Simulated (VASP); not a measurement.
Set up this calculation in VASP 6.6.1, as the native input.

```yaml
Task: single point
Functional: PBEsol
Potentials_or_basis: VASP PAW PBE potentials, release 64 (Y_sv)
Cutoff: 520 eV
k_mesh: 18 × 18 × 8
Occupations: gaussian, width 0.15 eV
Spin: no spin polarisation
Dipole_correction: no
Further_INCAR_settings: ALGO = Fast; EDIFF = 1e-06; NBANDS = 18
```

The structure of Y lies in POSCAR:

```
Y
1.0
    3.6514992371     -0.0365149924      0.0000000000
   -1.8573725295      3.1805485974      0.0000000000
    0.0000000000      0.0000000000      5.7474000000
Y
2
Direct
    0.3333333333      0.6666666667      0.2500000000
    0.6666666667      0.3333333333      0.7500000000
```

This cell differs from its parent crystal: strain -0.0200 x Voigt [0, 0, 0, 0, 0, 1].

The input as run:

INCAR

```
PREC = Accurate ; ENCUT = 520
EDIFF = 1E-6 ; ISMEAR = 0
SIGMA = 0.15 ; LREAL = F
LASPH = T ; NELM = 80
ALGO = Fast ; ISIF = 2
LWAVE = F ; LCHARG = F
GGA = PS ; NBANDS = 18
```

KPOINTS

```
Automatic mesh
0
Gamma
  18 18 8
```

Potentials or basis: VASP PAW PBE potentials, release 64 (Y_sv).

Launch:

```bash
$ cat potpaw_PBE.64/Y_sv/POTCAR > POTCAR
$ mpirun -np 1 vasp_std > vasp.out
```

It gave:

| Quantity | Value |
| --- | --- |
| Pressure | -2.3 GPa |
| Largest force | 0.025 eV/Å |
| Band gap on the k mesh | zero (bands 11 and 12 overlap by 1.41 eV) |

Caveat: the cell differs from its parent crystal (strain -0.0200 x Voigt [0, 0, 0, 0, 0, 1]); the PAW data sets were made with another functional, which shifts forces and pressure a little.

It took 36 min on 1 thread of Intel(R) Xeon(R) Platinum 8259CL CPU @ 2.50GHz (Skylake/Cascade Lake), on a shared host, peak memory 0.92 GiB.
